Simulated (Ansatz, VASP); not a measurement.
CdS: VASP beside Ansatz

INCAR

```
SYSTEM = CdS
ALGO = Normal ; EDIFF = 1E-6
ENCUT = 520 ; GGA = PE
ISIF = 2 ; ISMEAR = -1
LASPH = .TRUE. ; LCHARG = .FALSE.
LREAL = .FALSE. ; LWAVE = .FALSE.
NBANDS = 16 ; NELM = 60
PREC = Accurate ; SIGMA = 0.02
```

File KPOINTS:

```
k-points
0
G
  8 8 8
  0 0 0
```

Contents of POSCAR:

```
CdS
1.0
    0.0000000000      2.9392148400      2.9392148400
    2.9301032740      0.0000000000      2.9392148400
    2.9301032740      2.9392148400      0.0000000000
Cd S
1 1
Direct
    0.0000000000      0.0000000000      0.0000000000
    0.2500000000      0.2500000000      0.2500000000
```

Input for Ansatz:

```yaml
crystal:
  lattice:
    - [0.0, 2.93921484, 2.93921484]
    - [2.930103274, 0.0, 2.93921484]
    - [2.930103274, 2.93921484, 0.0]
  atoms:
    - { symbol: Cd, position: [0.0, 0.0, 0.0] }
    - { symbol: S, position: [0.25, 0.25, 0.25] }
kpoints:
  mp_grid: { grid: [8, 8, 8] }
  band_path:
    path:
      - [0.0, 0.0, 0.0]
      - [-0.5, -0.5, 0.0]
      - [-0.375, -0.375, 0.25]
      - [-0.375, 0.0, 0.375]
      - [0.0, 0.0, 0.5]
      - [-0.5, -0.25, 0.25]
    npoints: 1
hamiltonian:
  xc: pbe
scf:
  occupations: { method: fermi_dirac, width: 0.02 }
  n_extra_bands: 4
output:
  forces: true
  stress: true
  eigenvalues: true
```

Change from the starting cell: uniaxial_x strain -0.3%.

Alike in both runs: task single point; functional PBE; k mesh 8 × 8 × 8; occupations fermi-dirac, width 0.02 eV; no spin polarisation.

|  | VASP | Ansatz |
| --- | --- | --- |
| version | VASP 6.6.1 | Ansatz 0.2.0 |
| potentials or method | VASP PAW PBE potentials, release 64 (Cd, S) | plane waves, PAW |
| plane-wave cutoff (eV) | 520 | 420 |
| valence electrons in the cell | 18 | 26 |

|  | VASP | Ansatz | Ansatz less VASP |
| --- | --- | --- | --- |
| gap on the k mesh at the Fermi level (eV) | 1.10 | 1.10 | -0.003 |
| pressure (GPa) | 1.9 | 1.6 | -0.33 |

VASP's potentials hold 18 valence electrons a cell and Ansatz's 26, so a difference there can come from the potentials and not from the codes.
